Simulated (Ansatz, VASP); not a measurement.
# Cd3O2: VASP beside Ansatz

```
Cd O
1.0
     3.79118    0.00000    0.00000
    -1.89559    3.28326    0.00000
     0.00000    0.00000    7.69985
Cd O
3 2
Direct
  0.66667 0.33333 0.33646
  0.33333 0.66667 0.66354
  0.00000 0.00000 0.00000
  0.66667 0.33333 0.65381
  0.33333 0.66667 0.34619
```

Change from the starting cell: species swapped into the Ho2O3 type (P-3m1, No. 164).

Alike in both runs: functional PBE; k mesh 5 × 5 × 3; occupations gaussian, width 0.2 eV; no spin polarisation.

Ansatz relaxed the structure, and its values are those at the end. VASP's run is a single point on that final structure, the one shown.

|  | VASP | Ansatz |
| --- | --- | --- |
| version | VASP 6.6.1 | Ansatz 0.2.0 |
| potentials or method | VASP PAW PBE potentials, release 64 (Cd, O), cutoff 600 eV | scalar-relativistic, plane waves, PAW |
| valence electrons in the cell | 48 | 72 |

```tsv
	VASP	Ansatz	Ansatz less VASP
gap on the k mesh at the Fermi level (eV)	none	none	-
pressure (GPa)	0.6	0.0	-0.67
rms of the force components (eV/Å)	0.008	0.012	+0.0038
```

A gap of «none» marks a metal or a gap that the smearing closes. With one functional, cell and mesh, what is left measures potentials, basis and numerics. VASP's potentials hold 48 valence electrons a cell and Ansatz's 72, so a difference there can come from the potentials and not from the codes.

The k mesh is coarse, so the values compare programs but aren't converged.
